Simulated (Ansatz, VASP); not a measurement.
Given: the input of a run of Ansatz 0.2.0 on HfN.

Contents of input.yaml:

```yaml
crystal:
  lattice:
    - [3.0915527214, 0.0, 0.0]
    - [-1.5457763607, 2.6773631939, 0.0]
    - [0.0, 0.0, 5.343559182]
  atoms:
    - { symbol: Hf, position: [0.3333333333, 0.6666666667, 0.25] }
    - { symbol: Hf, position: [0.6666666667, 0.3333333333, 0.75] }
    - { symbol: "N", position: [0.0, 0.0, 0.5] }
    - { symbol: "N", position: [0.0, 0.0, 0.0] }
hamiltonian:
  xc: lda
  pseudopotentials: { kind: paw }
kpoints:
  mp_grid: { grid: [10, 10, 5] }
scf:
  occupations: { method: fermi_dirac, width: 0.05 }
output:
  forces: true
  stress: true
  eigenvalues: true
```

Potentials or basis: Ansatz PAW.

Launch:

```bash
$ ansatz run input.yaml --threads 2 --pin off --max-ram 5632MiB --backend cpu --events-out ev --progress --plain --runs-dir out
```

Question: Set up the same calculation for VASP 6.6.1. Potentials there: VASP PAW LDA potentials, release 64 (Hf_pv, N).

Answer: As run (the cutoff follows the program's own potentials):

The input INCAR:

```
SYSTEM = HfN
PREC = Accurate ; ENCUT = 520
EDIFF = 1E-6 ; ISMEAR = -1
SIGMA = 0.05 ; LREAL = .FALSE.
LASPH = .TRUE. ; NELM = 60
ALGO = Normal ; ISIF = 2
LWAVE = .FALSE. ; LCHARG = .TRUE.
LELF = .TRUE. ; LVHAR = .TRUE.
NBANDS = 23
```

KPOINTS

```
Automatic mesh
0
G
  10 10 5
  0 0 0
```

Contents of POSCAR:

```
HfN
1.0
    3.0915527214      0.0000000000      0.0000000000
   -1.5457763607      2.6773631939      0.0000000000
    0.0000000000      0.0000000000      5.3435591820
Hf N
2 2
Direct
    0.3333333333      0.6666666667      0.2500000000
    0.6666666667      0.3333333333      0.7500000000
    0.0000000000      0.0000000000      0.5000000000
    0.0000000000      0.0000000000      0.0000000000
```

Potentials or basis: VASP PAW LDA potentials, release 64 (Hf_pv, N).

Run with:

```sh
$ cat potpaw_LDA.64/Hf_pv/POTCAR potpaw_LDA.64/N/POTCAR > POTCAR
$ mpirun -np 1 vasp_std > vasp.out
```

Both were run:

|  | VASP | Ansatz | Ansatz less VASP |
| --- | --- | --- | --- |
| gap on the k mesh at the Fermi level (eV) | none | none | - |
| pressure (GPa) | 1.4 | 2.5 | +1.10 |
| traceless stress, the component that is largest in VASP (GPa) | -0.38 | -0.43 | -0.053 |

LDA's correlation is that of Perdew and Zunger in VASP and of Perdew and Wang (1992) in Ansatz. A gap of «none» marks a metal or a gap that the smearing closes. VASP's potentials hold 30 valence electrons a cell and Ansatz's 62, so a difference there can come from the potentials and not from the codes.

Neither program's run includes spin-orbit coupling.
